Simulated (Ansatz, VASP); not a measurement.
Two plane-wave programs on Ge

```
Ge
1.0
     1.32729   -2.47049    0.00000
     1.32729    2.47049    0.00000
     0.00000    0.00000    2.69823
Ge
1
Direct
  0.50000 0.50000 0.00000
```

Change from the starting cell: strain -0.0500 x Voigt [1, 1, 0, 0, 0, 0], atoms carried along.

Alike in both runs: task single point; functional PBE; k mesh 20 × 20 × 18; occupations gaussian, width 0.15 eV; no spin polarisation.

|  | VASP | Ansatz |
| --- | --- | --- |
| version | VASP 6.6.1 | Ansatz 0.2.0 |
| potentials or method | VASP PAW PBE potentials, release 64 (Ge_d), cutoff 520 eV | scalar-relativistic, plane waves, PAW |
| valence electrons in the cell | 14 | 14 |

|  | VASP | Ansatz | Ansatz less VASP |
| --- | --- | --- | --- |
| gap on the k mesh at the Fermi level (eV) | none | none | - |
| pressure (GPa) | 7.9 | 8.1 | +0.13 |
| traceless stress, the component that is largest in VASP (GPa) | -7.26 | -7.23 | +0.021 |

A gap of «none» marks a metal or a gap that the smearing closes.
